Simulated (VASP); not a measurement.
# GaAs (F-43m) in VASP: further runs

The runs below take GaAs through single point, relaxation of cell and atoms, with PBE.

Program: VASP 6.6.1. These are calculated values, not measurements. Logs are shortened: lines on timing, memory, paths and dates and some standing lists are left out, and cuts for length are marked.

**1. The cell of the first run**

Symmetry: F-43m, No. 216, cubic system. The conventional cell has a = 5.746 Å, b = 5.746 Å, c = 5.746 Å, α = 90.00°, β = 90.00°, γ = 90.00°. Within 3.3 Å of Ga (site symmetry -43m) lie 4 As at 2.49 Å. Within 3.3 Å of As (site symmetry -43m) lie 4 Ga at 2.49 Å.

**2. Single point, PBE**

The input, INCAR:

```
PREC = Accurate
ENCUT = 520
EDIFF = 1E-7
ISMEAR = 0
SIGMA = 0.02
LREAL = F
LASPH = T
NELM = 60
ALGO = Normal
ISIF = 2
LWAVE = F
LCHARG = T
GGA = PE
LELF = T
LVHAR = T
NBANDS = 16
```

The input, KPOINTS:

```
regular mesh
0
Gamma
  16 16 16
```

The input, POSCAR:

```
GaAs
1.0
    0.0000000000      2.8728580457      2.8728580457
    2.8728580457      0.0000000000      2.8728580457
    2.8728580457      2.8728580457      0.0000000000
Ga As
1 1
Direct
    0.0000000000      0.0000000000      0.0000000000
    0.2500000000      0.2500000000      0.2500000000
```

Potentials or basis: VASP PAW PBE potentials, release 64 (Ga_d, As).

Launch:

```sh
$ cat potpaw_PBE.64/Ga_d/POTCAR potpaw_PBE.64/As/POTCAR > POTCAR
$ mpirun -np 1 vasp_std > vasp.out
```

OUTCAR:

```text
PREC = Accurate
   ENCUT = 520
   EDIFF = 1E-7
   ISMEAR = 0
   LREAL = F
   LASPH = T
   NELM = 60
   ISIF = 2
   GGA = PE

 ion  position               nearest neighbor table
   1  0.000  0.000  0.000-   2 2.49   2 2.49   2 2.49   2 2.49
   2  0.250  0.250  0.250-   1 2.49   1 2.49   1 2.49   1 2.49

  LATTYP: Found a face centered cubic cell.
 ALAT       =     5.7457160914

  Lattice vectors:

 A1 = (   0.0000000000,   2.8728580457,   2.8728580457)
 A2 = (   2.8728580457,   0.0000000000,   2.8728580457)
 A3 = (   2.8728580457,   2.8728580457,   0.0000000000)

Analysis of symmetry for initial positions (statically):
=====================================================================
 Subroutine PRICEL returns:
 Original cell was already a primitive cell.

 Routine SETGRP: Setting up the symmetry group for a
 face centered cubic supercell.

 Subroutine GETGRP returns: Found 24 space group operations
 (whereof 24 operations were pure point group operations)
 out of a pool of 48 trial point group operations.

The static configuration has the point symmetry T_d .

Analysis of symmetry for dynamics (positions and initial velocities):
=====================================================================
 Subroutine PRICEL returns:
 Original cell was already a primitive cell.

 Routine SETGRP: Setting up the symmetry group for a
 face centered cubic supercell.

 Subroutine GETGRP returns: Found 24 space group operations
 (whereof 24 operations were pure point group operations)
 out of a pool of 48 trial point group operations.

The dynamic configuration has the point symmetry T_d .

 Subroutine INISYM returns: Found 24 space group operations
 (whereof 24 operations are pure point group operations),
 and found     1 'primitive' translations

----------------------------------------------------------------------------------------

                                     Primitive cell

  volume of cell :      47.4212

  direct lattice vectors                    reciprocal lattice vectors
     0.000000000  2.872858046  2.872858046    -0.174042710  0.174042710  0.174042710
     2.872858046  0.000000000  2.872858046     0.174042710 -0.174042710  0.174042710
     2.872858046  2.872858046  0.000000000     0.174042710  0.174042710 -0.174042710

  length of vectors
     4.062834811  4.062834811  4.062834811     0.301450817  0.301450817  0.301450817

  position of ions in fractional coordinates (direct lattice)
     0.000000000  0.000000000  0.000000000
     0.250000000  0.250000000  0.250000000

[... 76 lines left out ...]
   EDIFF  = 0.1E-06   stopping-criterion for ELM
   LREAL  =      F    real-space projection
   EDIFFG = 0.1E-05   stopping-criterion for IOM
   NSW    =      0    number of steps for IOM
   IBRION =     -1    ionic relax: 0-MD 1-quasi-New 2-CG
   NFREE  =      0    steps in history (QN), initial steepest desc. (CG)
   ISIF   =      2    stress and relaxation
   ISYM   =      2    0-nonsym 1-usesym 2-fastsym
   POTIM  = 0.5000    time-step for ionic-motion
   TEBEG  =    0.0;   TEEND  =   0.0 temperature during run
   PSTRESS=    0.0 pullay stress
   NELECT =      18.0000    total number of electrons
   NUPDOWN=      -1.0000    fix difference up-down
   EMIN   =  10.00;   EMAX   =-10.00  energy-range for DOS
   EFERMI =   0.00;   METHOD = LEGACY
   ISMEAR =     0;   SIGMA  =   0.02  broadening in eV -4-tet -1-fermi 0-gaus
   EFERMI_NEDOS =   21; number of points for ismear=-14 and -15
   IALGO  =     38    algorithm
   IMIX   =      4    mixing-type and parameters
     AMIX     =   0.40;   BMIX     =  1.00
     AMIX_MAG =   1.60;   BMIX_MAG =  1.00
  volume/ion in A,a.u.               =      23.71       160.01
  Fermi-wavevector in a.u.,A,eV,Ry     =   1.185336  2.239960 19.116479  1.405022
  Thomas-Fermi vector in A             =   2.321532
   LORBIT       =      0    0 simple, 1 ext, 2 COOP (PROOUT), +10 PAW based schemes
   GGA     = PE    functional components
   LHFCALC =     F    Hartree Fock is set to
   AEXX    =    0.0000 exact exchange contribution
   IVDW    =     0    specifies the selected vdW correction
   LEPSILON=     F    determine dielectric tensor
   LRPA    =     F    only Hartree local field effects (RPA)
 non-spin polarized calculation
 Gauss-broadening in eV      SIGMA  =   0.02
  energy-cutoff  :      520.00
  volume of cell :       47.42
 maximum number of plane-waves:      1303
   NGX = 15   NGY = 15   NGZ = 15

 number of electron      17.9999987 magnetization

 Free energy of the ion-electron system (eV)
  ---------------------------------------------------
  ext. energy  EPLUGINS =         0.00000000
  ---------------------------------------------------
  free energy    TOTEN  =        -8.27672275 eV

  energy without entropy =       -8.27672275  energy(sigma->0) =       -8.27672275

 E-fermi :   3.5751     XC(G=0):  -9.3722

 val. band max:        3.4873269373   @ k =   0.0000   0.0000   0.0000
 cond. band min:       3.6496162951   @ k =   0.0000   0.0000   0.0000
 fundamental gap:      0.1622893578
 Fermi energy:         3.5751179975

 k-point     1 :       0.0000    0.0000    0.0000
  band No.  band energies     occupation
      1     -11.2375      2.00000
      2     -11.2375      2.00000
      3     -11.2375      2.00000
      4     -11.1695      2.00000
      5     -11.1695      2.00000
      6      -8.9011      2.00000
[... 433 lines left out ...]
      3     -11.2346      2.00000
      4     -11.1701      2.00000
      5     -11.1691      2.00000
      6      -8.7872      2.00000
[... 8 lines left out ...]
     15      12.5692      0.00000
     16      13.0523      0.00000

 [... further k-points ...]

------------------------ aborting loop because EDIFF is reached ----------------------------------------

  FORCE on cell =-STRESS in cart. coord.  units (eV):
  Direction    XX          YY          ZZ          XY          YZ          ZX
  --------------------------------------------------------------------------------------
  -------------------------------------------------------------------------------------
  Total        0.0506555      0.0506555      0.0506555     -0.0000000      0.0000000      0.0000000
  in kB        1.7114516      1.7114516      1.7114516     -0.0000000      0.0000000      0.0000000
  external PRESSURE =       1.7114516 kB  Pullay stress =       0.0000000 kB

 VOLUME and BASIS-vectors are now :
 -----------------------------------------------------------------------------
  energy-cutoff  :      520.00
  volume of cell :       47.42
      direct lattice vectors                 reciprocal lattice vectors
     0.000000000  2.872858046  2.872858046    -0.174042710  0.174042710  0.174042710
     2.872858046  0.000000000  2.872858046     0.174042710 -0.174042710  0.174042710
     2.872858046  2.872858046  0.000000000     0.174042710  0.174042710 -0.174042710

 POSITION                                       TOTAL-FORCE (eV/Angst)
 -----------------------------------------------------------------------------------
      0.00000      0.00000      0.00000         0.000000     -0.000000      0.000000
      1.43643      1.43643      1.43643        -0.000000      0.000000     -0.000000
 -----------------------------------------------------------------------------------
    total drift:                                0.000002      0.000002      0.000002

  FREE ENERGIE OF THE ION-ELECTRON SYSTEM (eV)
  ---------------------------------------------------
  free  energy   TOTEN  =        -8.2767227499 eV

  energy  without entropy=       -8.2767227499  energy(sigma->0) =       -8.27672275
```

stdout:

```text
POSCAR found type information on POSCAR GaAs
 POSCAR found :  2 types and       2 ions
 scaLAPACK will be used
 LDA part: xc-table for (Slater+PW92), standard interpolation
 POSCAR, INCAR and KPOINTS ok, starting setup
 FFT: planning ... GRIDC
 FFT: planning ... GRID_SOFT
 FFT: planning ... GRID
 WAVECAR not read
 entering main loop
```

It took 1.9 min on 1 thread of Intel Xeon Platinum 8488C (Sapphire Rapids), shared host; peak memory 0.25 GiB.

What came out:

* Free energy: -8.2767 eV
* Pressure: 0.2 GPa
* Band gap on the k mesh: 0.16 eV

Caveat: semilocal functionals underestimate gaps, and a narrow one can read as zero.

(Part 1 of 2 ends here.)
